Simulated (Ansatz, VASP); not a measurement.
LiF: VASP beside Ansatz

Contents of INCAR:

```
SYSTEM = LiF
ALGO = Normal
DIPOL = 0.5 0.5 0.457
EDIFF = 1E-6
ENCUT = 520
GGA = PE
IDIPOL = 3
ISIF = 2
ISMEAR = 0
IVDW = 12
LASPH = .True.
LCHARG = .True.
LDIPOL = .True.
LELF = .True.
LREAL = Auto
LVACPOTAV = .True.
LVHAR = .True.
LWAVE = .False.
NBANDS = 78
NELM = 60
PREC = Accurate
SIGMA = 0.05
```

File KPOINTS:

```
k-points
0
Gamma
  3 3 1
  0 0 0
```

POSCAR

```
LiF
1.0
    5.6574267954      0.0000000000      0.0000000000
   -2.8287133977      4.8994753248      0.0000000000
    0.0000000000      0.0000000000     23.7740870441
F Li
12 12
Direct
    0.1666666667      0.3333333333      0.3365008290
    0.1666666667      0.8333333333      0.3365008290
    0.6666666667      0.3333333333      0.3365008290
    0.6666666667      0.8333333333      0.3365008290
    0.5000000000      0.5000000000      0.4336500829
    0.5000000000      0.0000000000      0.4336500829
    0.0000000000      0.5000000000      0.4336500829
    0.0000000000      0.0000000000      0.4336500829
    0.8471337897      0.6530952262      0.5514184448
    0.8240193200      0.1533918923      0.5354452712
    0.3467921072      0.6762431743      0.5355083786
    0.3319891790      0.1681898104      0.5222615667
    0.3333333333      0.1666666667      0.3850754560
    0.3333333333      0.6666666667      0.3850754560
    0.8333333333      0.1666666667      0.3850754560
    0.8333333333      0.6666666667      0.3850754560
    0.6621180269      0.3276721589      0.4741969192
    0.6619907640      0.8380691642      0.4755126182
    0.1693064900      0.3306183201      0.4743950428
    0.1723263684      0.8378782341      0.4741880225
    0.0300704482      0.4699760944      0.5787538791
    0.0246400823      0.0086524914      0.5765721197
    0.4916016226      0.4758288434      0.5766394808
    0.4819753827      0.0182704181      0.5704358744
```

Input for Ansatz:

```yaml
crystal:
  lattice:
    - [5.6574267954, 0.0, 0.0]
    - [-2.8287133977, 4.8994753248, 0.0]
    - [0.0, 0.0, 23.7740870441]
  atoms:
    - { symbol: F, position: [0.1666666667, 0.3333333333, 0.336500829] }
    - { symbol: F, position: [0.1666666667, 0.8333333333, 0.336500829] }
    - { symbol: F, position: [0.6666666667, 0.3333333333, 0.336500829] }
    - { symbol: F, position: [0.6666666667, 0.8333333333, 0.336500829] }
    - { symbol: Li, position: [0.3333333333, 0.1666666667, 0.385075456] }
    - { symbol: Li, position: [0.3333333333, 0.6666666667, 0.385075456] }
    - { symbol: Li, position: [0.8333333333, 0.1666666667, 0.385075456] }
    - { symbol: Li, position: [0.8333333333, 0.6666666667, 0.385075456] }
    - { symbol: F, position: [0.5, 0.5, 0.4336500829] }
    - { symbol: F, position: [0.5, 0.0, 0.4336500829] }
    - { symbol: F, position: [0.0, 0.5, 0.4336500829] }
    - { symbol: F, position: [0.0, 0.0, 0.4336500829] }
    - { symbol: Li, position: [0.6621180269, 0.3276721589, 0.4741969192] }
    - { symbol: Li, position: [0.661990764, 0.8380691642, 0.4755126182] }
    - { symbol: Li, position: [0.16930649, 0.3306183201, 0.4743950428] }
    - { symbol: Li, position: [0.1723263684, 0.8378782341, 0.4741880225] }
    - { symbol: F, position: [0.8471337897, 0.6530952262, 0.5514184448] }
    - { symbol: F, position: [0.82401932, 0.1533918923, 0.5354452712] }
    - { symbol: F, position: [0.3467921072, 0.6762431743, 0.5355083786] }
    - { symbol: F, position: [0.331989179, 0.1681898104, 0.5222615667] }
    - { symbol: Li, position: [0.0300704482, 0.4699760944, 0.5787538791] }
    - { symbol: Li, position: [0.0246400823, 0.0086524914, 0.5765721197] }
    - { symbol: Li, position: [0.4916016226, 0.4758288434, 0.5766394808] }
    - { symbol: Li, position: [0.4819753827, 0.0182704181, 0.5704358744] }
basis:
  ecutwfc: 420
kpoints:
  mp_grid: { grid: [3, 3, 1] }
hamiltonian:
  xc: pbe
  dispersion: d3bj
scf:
  occupations: { method: gaussian, width: 0.05 }
output:
  forces: true
  eigenvalues: true
  write_density: true
  volumetric_format: npy
efield:
  axis: 3
  dipole_correction: true
  ramp_width: 0.04
```

Alike in both runs: task single point; functional PBE; dispersion D3(BJ); k mesh 3 × 3 × 1; occupations gaussian, width 0.05 eV; no spin polarisation.

```csv
,VASP,Ansatz
version,VASP 6.6.1,Ansatz 0.2.0
potentials or method,"VASP PAW PBE potentials, release 64 (F, Li_sv), cutoff 520 eV","scalar-relativistic, plane waves, PAW"
valence electrons in the cell,120,120
```

VASP gave:

```
gap on the k mesh at the Fermi level (eV)  : none
rms of the force components (eV/Å)         : 0.716
work function, face that differs most (eV) : 11.09
```

Q: Estimate Ansatz's values.

A: gap on the k mesh at the Fermi level (eV): none; rms of the force components (eV/Å): 0.718; work function, face that differs most (eV): 11.07.

A gap of «none» marks a metal or a gap that the smearing closes.

The k mesh is coarse, so the values compare programs but aren't converged. Noted on VASP's run: the cutoff is short for stress, so the pressure is rough.
